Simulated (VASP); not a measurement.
The system is W.

```
W
1.0
    -1.56535    1.56535    1.59730
     1.56535   -1.56535    1.59730
     1.56535    1.56535   -1.59730
W
1
Direct
  0.00000 0.00000 0.00000
```

This cell differs from its parent crystal: x and y stretched by -2 %, z held.

Base run:

- Program: VASP 6.6.1
- Functional: PBE
- Potentials or basis: VASP PAW PBE potentials, release 64 (W_sv)
- Cutoff: 520 eV
- k mesh: 14 × 14 × 14
- Occupations: fermi-dirac, width 0.03 eV
- Spin: no spin polarisation

Its results: band gap on the k mesh zero (band 7 reaches 16.82 eV, above the bottom of band 8 at 10.52 eV); pressure 10.7 GPa.

**Question.** The run is repeated on the same cell with these changes: further incar settings from ALGO = Normal; EDIFF = 1e-06; NBANDS = 13 to ALGO = Normal; EDIFF = 1e-08; NBANDS = 13; dispersion from none to D3(BJ). What comes out?

**Answer.** Band gap on the k mesh zero (band 7 reaches 16.82 eV, above the bottom of band 8 at 10.52 eV); pressure 3.3 GPa.

Caveats: spin-orbit coupling is left out, which moves the levels of the heavy elements; pairwise dispersion overbinds metals, which lowers pressure and volume (some runs).
